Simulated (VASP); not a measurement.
Here is a VASP 6.6.1 calculation.

File INCAR:

```
  PREC = Accurate
  ENCUT = 520
  EDIFF = 1E-8
  ISMEAR = -1
  SIGMA = 0.02
  LREAL = F
  LASPH = T
  NELM = 80
  ALGO = Normal
  ISIF = 2
  LWAVE = F
  LCHARG = F
  GGA = PE
  LEFG = T
  NBANDS = 36
```

Contents of KPOINTS:

```
Automatic mesh
0
Gamma
  10 10 2
```

The input POSCAR:

```
SiC
1.0
    1.5389000000     -2.6675000000      0.0000000000
    1.5389000000      2.6675000000      0.0000000000
    0.0000000000      0.0000000000     15.1219000000
Si C
6 6
Direct
    0.1666620629      0.8333379371      0.8577214520
    0.8333379371      0.1666620629      0.3577214520
    0.5001149255      0.4998850745      0.5245066742
    0.4998850745      0.5001149255      0.0245066742
    0.8334420064      0.1665579936      0.6912249935
    0.1665579936      0.8334420064      0.1912249935
    0.5001800041      0.4998199959      0.6498136389
    0.4998199959      0.5001800041      0.1498136389
    0.1666200943      0.8333799057      0.9826819952
    0.8333799057      0.1666200943      0.4826819952
    0.8333969748      0.1666030252      0.8161912462
    0.1666030252      0.8333969748      0.3161912462
```

Potentials or basis: VASP PAW PBE potentials, release 64 (Si, C).

The run is started by

```sh
$ cat potpaw_PBE.64/Si/POTCAR potpaw_PBE.64/C/POTCAR > POTCAR
$ mpirun -np 1 vasp_std > vasp.out
```

Q: What does it give for the pressure?

A: 3.2 GPa.

Q: What does it give for the band gap on the k mesh?

A: 2.02 eV (least direct gap 3.12 eV).

Stress tensor (GPa, compression positive):
```
3.46 0.00 0.00
0.00 3.17 0.00
0.00 0.00 2.83
```

Caveat: the cell stands under pressure; without QUAD_EFG the Cq values of the log hold for a quadrupole moment of 1 mb, not for the nuclei. A k mesh can miss the band edges.
